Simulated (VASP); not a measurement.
**C: single point with PBE**

Crystal: C.

```
CELL_PARAMETERS angstrom
2.62298 0.00000 0.00000
-1.31149 2.27157 0.00000
0.00000 0.00000 8.23710
ATOMIC_POSITIONS crystal
C 0.66667 0.33333 0.84471
C 0.33333 0.66667 0.34471
C 0.66667 0.33333 0.65529
C 0.33333 0.66667 0.15529
C 0.00000 0.00000 0.90709
C 0.00000 0.00000 0.40709
C 0.00000 0.00000 0.59291
C 0.00000 0.00000 0.09291
```

| Quantity | Value |
| --- | --- |
| Program | VASP 6.6.1 |
| Task | single point |
| Functional | PBE |
| Potentials or basis | VASP PAW PBE potentials, release 64 (C) |
| Cutoff | 520 eV |
| k mesh | 10 × 10 × 3 |
| Occupations | fermi-dirac, width 0.05 eV |
| Spin | no spin polarisation |
| Dipole correction | no |
| Further INCAR settings | ALGO = Normal; EDIFF = 1e-06; NBANDS = 26 |

```
Pressure               : -26.1 GPa
Largest force          : 0.019 eV/Å
Band gap on the k mesh : 3.78 eV (least direct gap 4.61 eV)
```

Forces on the atoms (eV/Å):
```
C    0.000  0.000  0.014
C    0.000  0.000  0.014
C    0.000  0.000 -0.014
C    0.000  0.000 -0.014
C    0.000  0.000 -0.019
C    0.000  0.000 -0.019
C    0.000  0.000  0.019
C    0.000  0.000  0.019
```

Stress tensor (GPa, compression positive):
```
-42.93   0.00   0.00
  0.00 -42.93   0.00
  0.00   0.00   7.62
```

Levels at points of the mesh, in eV from the valence-band top:
```
           k point  band 13  band 14  band 15  band 16  band 17  band 18  band 19  band 20
(0.00, 0.00, 0.00)    -1.91    -0.28     0.00     0.00     4.61     4.61     6.15     6.17
(0.50, 0.00, 0.00)    -4.72    -4.15    -3.33    -2.56     3.78     5.12     5.42     6.15
```

Wall time 14 s on 1 thread of AMD EPYC 9R45 (Zen 5) (shared host), peak memory 0.13 GiB.

Caveat: the cell stands under tension; an odd mesh through Γ misses points on the zone boundary, where band edges can lie.
